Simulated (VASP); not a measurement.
A run of VASP 6.6.1:

File INCAR:

```
SYSTEM = CdS
PREC = Accurate ; ENCUT = 520
EDIFF = 1E-8 ; ISMEAR = -1
SIGMA = 0.01 ; LREAL = .FALSE.
LASPH = .TRUE. ; NELM = 60
ALGO = Normal ; ISIF = 2
LWAVE = .FALSE. ; LCHARG = .FALSE.
GGA = PS ; LEFG = .TRUE.
NBANDS = 26
```

The input KPOINTS:

```
regular mesh
0
G
  7 7 4
  0 0 0
```

File POSCAR:

```
CdS
1.0
    4.1347992034      0.0000000000      0.0000000000
   -2.0673996017      3.5808411497      0.0000000000
    0.0000000000      0.0000000000      6.9514700000
Cd S
2 2
Direct
    0.3333333333      0.6666666667      0.0000000000
    0.6666666667      0.3333333333      0.5000000000
    0.3333333333      0.6666666667      0.3850000000
    0.6666666667      0.3333333333      0.8850000000
```

Potentials or basis: VASP PAW PBE potentials, release 64 (Cd, S).

Command:

```console
$ cat potpaw_PBE.64/Cd/POTCAR potpaw_PBE.64/S/POTCAR > POTCAR
$ mpirun -np 1 vasp_std > vasp.out
```

Hardware: 1 thread of Intel Xeon 8259CL, with other jobs on the host.

**Question.** How long does it take, and how much memory?

**Answer.** Run time: 2 min on 1 thread of Intel Xeon 8259CL, on a shared host, peak memory 0.24 GiB. Counts: scf iterations 17, k points 24.
